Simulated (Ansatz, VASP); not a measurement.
**PbS: VASP beside Ansatz**

File POSCAR:

```
PbS
1.0
    0.0000000000      2.9205250000      2.8760500000
    2.9205250000      0.0000000000      2.8760500000
    2.9205250000      2.9205250000      0.0000000000
Pb S
1 1
Direct
    0.0000000000      0.0000000000      0.0000000000
    0.5000000000      0.5000000000      0.5000000000
```

File INCAR.step1:

```
PREC     = Accurate       # precision mode
ENCUT    = 520            # plane-wave cutoff, eV
ISMEAR   = 0              # smearing method
SIGMA    = 0.05           # smearing width, eV
LREAL    = F              # projectors in reciprocal space
LASPH    = T              # aspherical terms in the spheres
NELM     = 80             # most SCF steps
NBANDS   = 17             # bands
GGA      = PE             # functional
ALGO     = Normal         # electronic algorithm
EDIFF    = 1E-4           # SCF threshold, eV
LWAVE    = T              # write WAVECAR
LCHARG   = F              # write CHGCAR
```

File INCAR.step2:

```
PREC     = Accurate       # precision mode
ENCUT    = 520            # plane-wave cutoff, eV
EDIFF    = 1E-6           # SCF threshold, eV
ISMEAR   = 0              # smearing method
SIGMA    = 0.05           # smearing width, eV
LREAL    = F              # projectors in reciprocal space
LASPH    = T              # aspherical terms in the spheres
NELM     = 80             # most SCF steps
ALGO     = Normal         # electronic algorithm
ISIF     = 2              # what is computed and relaxed
LWAVE    = F              # write WAVECAR
LCHARG   = F              # write CHGCAR
METAGGA  = R2SCAN         # meta-GGA
LMIXTAU  = T            
NBANDS   = 17             # bands
ISTART   = 1
```

The input KPOINTS:

```
Automatic mesh
0
Gamma
  8 8 8
```

Input for Ansatz:

```yaml
crystal:
  lattice:
    - [0.0, 2.920525, 2.87605]
    - [2.920525, 0.0, 2.87605]
    - [2.920525, 2.920525, 0.0]
  atoms:
    - { symbol: Pb, position: [0.0, 0.0, 0.0] }
    - { symbol: S, position: [0.5, 0.5, 0.5] }
basis:
  ecutwfc: 500
kpoints:
  mp_grid: { grid: [8, 8, 8] }
hamiltonian:
  xc: r2scan
scf:
  occupations: { method: gaussian, width: 0.05 }
output:
  forces: true
  stress: true
  eigenvalues: true
```

Change from the starting cell: strain -0.015 along x and y, -0.030 along z, atoms carried along.

Alike in both runs: task single point; functional r2SCAN; k mesh 8 × 8 × 8; occupations gaussian, width 0.05 eV; no spin polarisation.

|  | VASP | Ansatz |
| --- | --- | --- |
| version | VASP 6.6.1 | Ansatz 0.2.0 |
| potentials or method | VASP PAW PBE potentials, release 64 (Pb_d, S), cutoff 520 eV | scalar-relativistic, plane waves, PAW |
| valence electrons in the cell | 20 | 20 |

VASP gave:

- gap on the k mesh at the Fermi level (eV): 0.35
- least direct gap on the mesh (eV): 0.35
- pressure (GPa): 5.8
- traceless stress, the component that is largest in VASP (GPa): 1.86

Task: Which values does Ansatz return?

Result: gap on the k mesh at the Fermi level (eV): 0.34; least direct gap on the mesh (eV): 0.34; pressure (GPa): 5.8; traceless stress, the component that is largest in VASP (GPa): 1.86.

VASP's potentials were made for PBE, not for r2SCAN.

Neither program's run includes spin-orbit coupling.
